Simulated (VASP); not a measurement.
## HfC: vibrations by perturbation theory with LDA

Crystal: HfC.

```
Hf C
1.0
     0.00000    2.23650    2.23650
     2.23650    0.00000    2.23650
     2.23650    2.23650    0.00000
Hf C
1 1
Direct
  0.00000 0.00000 0.00000
  0.50000 0.50000 0.50000
```

| Quantity | Value |
| --- | --- |
| Program | VASP 6.6.1 |
| Task | vibrations by perturbation theory |
| Functional | LDA |
| Potentials or basis | VASP PAW LDA potentials, release 64 (Hf_pv, C) |
| Cutoff | 520 eV |
| k mesh | 16 × 16 × 16 |
| Occupations | fermi-dirac, width 0.15 eV |
| Spin | no spin polarisation |
| Dipole correction | no |
| Further INCAR settings | ALGO = Normal; EDIFF = 1e-08; IBRION = 8; NSW = 1 |

| Item | Value |
| --- | --- |
| Highest phonon frequency at Γ, LO-TO splitting left out | 526 cm⁻¹ |

Phonon frequencies in cm⁻¹ (negative: imaginary):
| q point | frequencies |
| --- | --- |
| (0.000, 0.000, 0.000) | 0 0 0 526 526 526 |

Run time: 100 s on 1 thread of Intel(R) Xeon(R) Platinum 8559C (Emerald Rapids), on a shared host, peak memory 0.34 GiB.

Caveat: the cell wasn't relaxed at this level first, which shifts response properties.
